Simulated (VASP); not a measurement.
Wanted: the native input for a VASP 6.6.1 run.

```yaml
Task: single point
Functional: PBE
Potentials_or_basis: VASP PAW PBE potentials, release 64 (B, N)
Cutoff: 520 eV
k_mesh: 12 × 12 × 4
Occupations: gaussian, width 0.05 eV
Spin: no spin polarisation
Dipole_correction: no
Further_INCAR_settings: ALGO = Normal; EDIFF = 1e-06; NBANDS = 16
```

The structure of BN lies in POSCAR:

```
BN
1.0
    2.5039917043      0.0000000000      0.0000000000
   -1.2519958522      2.1685204268      0.0000000000
    0.0000000000      0.0000000000      6.6612000000
B N
2 2
Direct
    0.4381659490      0.6666666667      0.2500000000
    0.6667160949      0.3333333333      0.7500000000
    0.3333389505      0.6666666667      0.7500000000
    0.5857176002      0.3333333333      0.2500000000
```

This cell differs from its parent crystal: mode 9 (1359.5 1/cm) frozen in, largest displacement +0.263 Å.

One way to write it, as run:

INCAR

```
SYSTEM = BN
PREC = Accurate
ENCUT = 520
EDIFF = 1E-6
ISMEAR = 0
SIGMA = 0.05
LREAL = .False.
LASPH = .True.
NELM = 100
ALGO = Normal
ISIF = 2
LWAVE = .False.
LCHARG = .True.
GGA = PE
LELF = .True.
LVHAR = .True.
NBANDS = 16
```

KPOINTS

```
Automatic mesh
0
Gamma
  12 12 4
  0 0 0
```

Potentials or basis: VASP PAW PBE potentials, release 64 (B, N).

Launch:

```sh
$ cat potpaw_PBE.64/B/POTCAR potpaw_PBE.64/N/POTCAR > POTCAR
$ mpirun -np 1 vasp_std > vasp.out
```

Results of the run:

- Pressure: 48.4 GPa
- Largest force: 32.469 eV/Å
- Band gap on the k mesh: 2.62 eV, indirect (least direct gap 3.69 eV)

Caveat: the cell differs from its parent crystal (mode 9 (1359.5 1/cm) frozen in, largest displacement +0.263 Å); this functional lacks dispersion, which binds the layers, so the pressure and a relaxed spacing across them are unreliable; forces of over 1 eV/Å act on the atoms, so gaps and moduli don't describe the material at rest.

Run time: 88 s on 1 thread of Intel(R) Xeon(R) Platinum 8375C CPU @ 2.90GHz (Ice Lake), with other jobs on the host, peak memory 0.22 GiB.
